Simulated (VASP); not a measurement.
# Mo (P6_3/mmc) in VASP: a series of runs, part 2 of 2

VASP 6.6.1. The steps go on from the part before.

**4. Relaxation of cell and atoms, PBEsol**

This run uses another cell than the first one: it holds 4 atoms, not 2.

Contents of INCAR:

```
SYSTEM = Mo
PREC     = Accurate       ! precision mode
ENCUT    = 600            ! plane-wave cutoff, eV
EDIFF    = 1E-7           ! SCF threshold, eV
ISMEAR   = 0              ! smearing method
SIGMA    = 0.1            ! smearing width, eV
LREAL    = .FALSE.        ! projectors in reciprocal space
LASPH    = .TRUE.         ! aspherical terms in the spheres
NELM     = 60             ! most SCF steps
ALGO     = Fast           ! electronic algorithm
ISIF     = 3              ! what is computed and relaxed
LWAVE    = .FALSE.        ! write WAVECAR
LCHARG   = .FALSE.        ! write CHGCAR
GGA      = PS             ! functional
IBRION   = 2              ! ionic algorithm
NSW      = 65             ! ionic steps
EDIFFG   = -0.01          ! ionic threshold
```

Contents of KPOINTS:

```
regular mesh
0
G
  18 18 5
  0 0 0
```

Contents of POSCAR:

```
Mo
1.0
    2.7300657465      0.0000000000      0.0000000000
   -1.3650328733      2.3643062905      0.0000000000
    0.0000000000      0.0000000000      9.6778257109
Mo
4
Direct
    0.0000000000      0.0000000000      0.0000000000
    0.3333333333      0.6666666667      0.2500000000
    0.0000000000      0.0000000000      0.5000000000
    0.6666666667      0.3333333333      0.7500000000
```

Potentials or basis: VASP PAW PBE potentials, release 64 (Mo_sv).

On the command line:

```
cat potpaw_PBE.64/Mo_sv/POTCAR > POTCAR
mpirun -np 1 vasp_std > vasp.out
```

OUTCAR:

```text
SYSTEM = Mo
   PREC = Accurate
   ENCUT = 600
   EDIFF = 1E-7
   ISMEAR = 0
   LREAL = .FALSE.
   LASPH = .TRUE.
   NELM = 60
   ISIF = 3
   GGA = PS
   IBRION = 2
   NSW = 65
   EDIFFG = -0.01

 ion  position               nearest neighbor table
   1  0.000  0.000  0.000-   2 2.89   4 2.89   4 2.89   2 2.89   4 2.89   2 2.89
   2  0.333  0.667  0.250-   1 2.89   3 2.89   1 2.89   3 2.89   1 2.89   3 2.89
   3  0.000  0.000  0.500-   2 2.89   4 2.89   4 2.89   2 2.89   4 2.89   2 2.89
   4  0.667  0.333  0.750-   1 2.89   3 2.89   1 2.89   3 2.89   1 2.89   3 2.89

  LATTYP: Found a hexagonal cell.
 ALAT       =     2.7300657465
 C/A-ratio  =     3.5449057310

  Lattice vectors:

 A1 = (   2.7300657465,   0.0000000000,   0.0000000000)
 A2 = (  -1.3650328733,   2.3643062905,   0.0000000000)
 A3 = (   0.0000000000,   0.0000000000,   9.6778257109)

Analysis of symmetry for initial positions (statically):
=====================================================================
 Subroutine PRICEL returns:
 Original cell was already a primitive cell.

 Routine SETGRP: Setting up the symmetry group for a
 hexagonal supercell.

 Subroutine GETGRP returns: Found 24 space group operations
 (whereof 12 operations were pure point group operations)
 out of a pool of 24 trial point group operations.

The static configuration has the point symmetry D_3d.
 The point group associated with its full space group is D_6h.

Analysis of symmetry for dynamics (positions and initial velocities):
=====================================================================
 Subroutine PRICEL returns:
 Original cell was already a primitive cell.

 Routine SETGRP: Setting up the symmetry group for a
 hexagonal supercell.

 Subroutine GETGRP returns: Found 24 space group operations
 (whereof 12 operations were pure point group operations)
 out of a pool of 24 trial point group operations.

The dynamic configuration has the point symmetry D_3d.
 The point group associated with its full space group is D_6h.

 Subroutine INISYM returns: Found 24 space group operations
 (whereof 12 operations are pure point group operations),
 and found     1 'primitive' translations

----------------------------------------------------------------------------------------

                                     Primitive cell

  volume of cell :      62.4676

  direct lattice vectors                    reciprocal lattice vectors
     2.730065746  0.000000000  0.000000000     0.366291545  0.211478522  0.000000000
    -1.365032873  2.364306291  0.000000000     0.000000000  0.422957044  0.000000000
     0.000000000  0.000000000  9.677825711     0.000000000  0.000000000  0.103328995

  length of vectors
     2.730065746  2.730065747  9.677825711     0.422957044  0.422957044  0.103328995

  position of ions in fractional coordinates (direct lattice)
     0.000000000  0.000000000  0.000000000
     0.333333333  0.666666667  0.250000000
     0.000000000  0.000000000  0.500000000
     0.666666667  0.333333333  0.750000000

[... 30 lines left out ...]

 Found    111 irreducible k-points:

 Following reciprocal coordinates:
            Coordinates               Weight
  0.000000  0.000000  0.000000      1.000000
  0.055556 -0.000000  0.000000      6.000000
  0.111111 -0.000000  0.000000      6.000000
  0.166667 -0.000000  0.000000      6.000000
  0.222222 -0.000000  0.000000      6.000000
  0.277778 -0.000000  0.000000      6.000000
[... 16 lines left out ...]
  0.333333  0.111111  0.000000     12.000000
  0.388889  0.111111  0.000000     12.000000
 [... further k-points ...]
   k-points           NKPTS =    111   k-points in BZ     NKDIM =    111   number of bands    NBANDS=     33
   number of dos      NEDOS =    301   number of ions     NIONS =      4
   total plane-waves  NPLWV =  46080
   dimension x,y,z NGX =    24 NGY =   24 NGZ =   80
   dimension x,y,z NGXF=    48 NGYF=   48 NGZF=  160
   ions per type =               4
   NGX,Y,Z   is equivalent  to a cutoff of  14.61, 14.61, 13.74 a.u.
   NGXF,Y,Z  is equivalent  to a cutoff of  29.23, 29.23, 27.48 a.u.
 SYSTEM =  Mo
   PREC   = accura    normal or accurate (medium, high low for compatibility)
   ISTART =      0    job   : 0-new  1-cont  2-samecut
   ICHARG =      2    charge: 1-file 2-atom 10-const
   ISPIN  =      1    spin polarized calculation?
   LNONCOLLINEAR =      F non collinear calculations
   LSORBIT =      F    spin-orbit coupling
   LASPH  =      T    aspherical Exc in radial PAW
   ENCUT  =  600.0 eV  44.10 Ry    6.64 a.u.   5.45  5.45 19.33*2*pi/ulx,y,z
   NELM   =     60;   NELMIN=  2; NELMDL= -5     # of ELM steps
   EDIFF  = 0.1E-06   stopping-criterion for ELM
   LREAL  =      F    real-space projection
   EDIFFG = -.1E-01   stopping-criterion for IOM
   NSW    =     65    number of steps for IOM
   IBRION =      2    ionic relax: 0-MD 1-quasi-New 2-CG
   NFREE  =      1    steps in history (QN), initial steepest desc. (CG)
   ISIF   =      3    stress and relaxation
   ISYM   =      2    0-nonsym 1-usesym 2-fastsym
   POTIM  = 0.5000    time-step for ionic-motion
   TEBEG  =    0.0;   TEEND  =   0.0 temperature during run
   PSTRESS=    0.0 pullay stress
   NELECT =      56.0000    total number of electrons
   NUPDOWN=      -1.0000    fix difference up-down
   EMIN   =  10.00;   EMAX   =-10.00  energy-range for DOS
   EFERMI =   0.00;   METHOD = LEGACY
   ISMEAR =     0;   SIGMA  =   0.10  broadening in eV -4-tet -1-fermi 0-gaus
   EFERMI_NEDOS =   21; number of points for ismear=-14 and -15
   IALGO  =     68    algorithm
   IMIX   =      4    mixing-type and parameters
     AMIX     =   0.40;   BMIX     =  1.00
     AMIX_MAG =   1.60;   BMIX_MAG =  1.00
  volume/ion in A,a.u.               =      15.62       105.39
  Fermi-wavevector in a.u.,A,eV,Ry     =   1.578529  2.982988 33.902378  2.491755
  Thomas-Fermi vector in A             =   2.679046
   LORBIT       =      0    0 simple, 1 ext, 2 COOP (PROOUT), +10 PAW based schemes
   GGA     = PS    functional components
   LHFCALC =     F    Hartree Fock is set to
   AEXX    =    0.0000 exact exchange contribution
   IVDW    =     0    specifies the selected vdW correction
   LEPSILON=     F    determine dielectric tensor
   LRPA    =     F    only Hartree local field effects (RPA)
 conjugate gradient relaxation of ions
 non-spin polarized calculation
 RMM-DIIS sequential band-by-band and
 Gauss-broadening in eV      SIGMA  =   0.10
  energy-cutoff  :      600.00
  volume of cell :       62.47
 maximum number of plane-waves:      2132
 NGX is ok and might be reduce to    24

--------------------------------------- Ionic step        1  -------------------------------------------

 number of electron      55.9999998 magnetization

 Free energy of the ion-electron system (eV)
  ---------------------------------------------------
  ext. energy  EPLUGINS =         0.00000000
  ---------------------------------------------------
  free energy    TOTEN  =       -45.37610042 eV

  energy without entropy =      -45.34970969  energy(sigma->0) =      -45.36290506

------------------------ aborting loop because EDIFF is reached ----------------------------------------

  FORCE on cell =-STRESS in cart. coord.  units (eV):
  Direction    XX          YY          ZZ          XY          YZ          ZX
  --------------------------------------------------------------------------------------
  -------------------------------------------------------------------------------------
  Total        0.6689943      0.6689943     -0.9549168     -0.0000000      0.0000000      0.0000000
  in kB       17.1584615     17.1584615    -24.4918424     -0.0000000      0.0000000      0.0000000
  external PRESSURE =       3.2750269 kB  Pullay stress =       0.0000000 kB
[... 139 lines left out ...]
--------------------------------------- Ionic step        5  -------------------------------------------

 number of electron      56.0000001 magnetization

 Free energy of the ion-electron system (eV)
  ---------------------------------------------------
  ext. energy  EPLUGINS =         0.00000000
  ---------------------------------------------------
  free energy    TOTEN  =       -45.38481655 eV

  energy without entropy =      -45.35635534  energy(sigma->0) =      -45.37058595

 E-fermi :  12.1436     XC(G=0): -13.5199

 val. band max:       12.1409218088   @ k =   0.2778   0.1111   0.2000
 cond. band min:      12.1485454990   @ k =   0.2222   0.1667   0.4000
 fundamental gap:      0.0076236902
 Fermi energy:        12.1436101051

 k-point     1 :       0.0000    0.0000    0.0000
  band No.  band energies     occupation
      1     -48.5653      2.00000
      2     -48.4799      2.00000
      3     -48.4567      2.00000
      4     -48.3695      2.00000
      5     -23.2320      2.00000
      6     -22.6439      2.00000
[... 853 lines left out ...]
     32      15.4245      0.00000
     33      15.4510      0.00000

 [... further k-points ...]
[... 5 lines left out ...]
  --------------------------------------------------------------------------------------
  -------------------------------------------------------------------------------------
  Total        0.0131467      0.0131467     -0.0006586     -0.0000000      0.0000000     -0.0000000
  in kB        0.3375010      0.3375010     -0.0169082     -0.0000000      0.0000000     -0.0000000
  external PRESSURE =       0.2193646 kB  Pullay stress =       0.0000000 kB
[... 19 lines left out ...]
  FREE ENERGIE OF THE ION-ELECTRON SYSTEM (eV)
  ---------------------------------------------------
  free  energy   TOTEN  =       -45.3848165521 eV

  energy  without entropy=      -45.3563553408  energy(sigma->0) =      -45.37058595

 reached required accuracy - stopping structural energy minimisation
```

Run time: 20 min. Hardware: 1 thread of Intel Xeon 6975P-C, shared host; peak memory 0.36 GiB.

Results:

```yaml
Free_energy: -45.3848 eV
Relaxed_volume: 15.60 Å³/atom
Relaxed_cell: a = 2.745 Å, b = 2.745 Å, c = 9.567 Å, α = 90.00°, β = 90.00°, γ = 120.00°
Space_group_after_relaxing_to_0.05_Å: P6_3/mmc (No. 194)
Energy_gained_by_relaxing: 2.2 meV/atom
Ionic_steps: 5
Pressure_after_relaxing: 0.0 GPa
Band_gap_on_the_k_mesh: zero (band 28 reaches 13.42 eV, above the bottom of band 29 at 11.54 eV)
```

The path:
```
step  energy change (eV)  largest force (eV/Å)  pressure (GPa)  volume (Å³)
   1              0.0000                0.0000            0.33        62.47
   2             -0.0069                0.0000           -1.45        62.75
   3             -0.0078                0.0000           -1.02        62.68
   4             -0.0053                0.0000            2.03        61.90
   5             -0.0087                0.0000            0.02        62.41
```

Final structure:
```
CELL_PARAMETERS angstrom
2.74456 0.00000 0.00000
-1.37228 2.37686 0.00000
0.00000 0.00000 9.56698
ATOMIC_POSITIONS crystal
Mo 0.00000 0.00000 0.00000
Mo 0.33333 0.66667 0.25000
Mo 0.00000 0.00000 0.50000
Mo 0.66667 0.33333 0.75000
```

Caveat: the PAW data sets were made with another functional, which shifts forces and pressure a little.

**5. Overview**

| task | cell | k mesh | cutoff (eV) | gap on the mesh (eV) | pressure (GPa) | relaxed volume (Å³/atom) |
| --- | --- | --- | --- | --- | --- | --- |
| single point | a = 2.730, b = 2.730, c = 4.839 Å, angles 90.0, 90.0, 120.0°, 2 atoms | 18 × 18 × 10 | 520 | none | 0.5 | - |
| relaxation of cell and atoms | relaxed from a = 2.728, b = 2.728, c = 4.834 Å, angles 90.0, 90.0, 120.0°, 2 atoms | 18 × 18 × 10 | 600 | none | 0.0 | 15.64 |
| relaxation of cell and atoms | relaxed from a = 2.730, b = 2.730, c = 9.678 Å, angles 90.0, 90.0, 120.0°, 4 atoms | 18 × 18 × 5 | 600 | none | 0.0 | 15.60 |

Alike in all rows: level PBEsol; potentials or basis VASP PAW PBE potentials, release 64 (Mo_sv); no spin polarisation; smearing gaussian 0.1 eV.

Caveats: the PAW data sets were made with another functional, which shifts forces and pressure a little.

Total energies depend on the potentials used, so only differences within one code and one set of settings carry meaning.
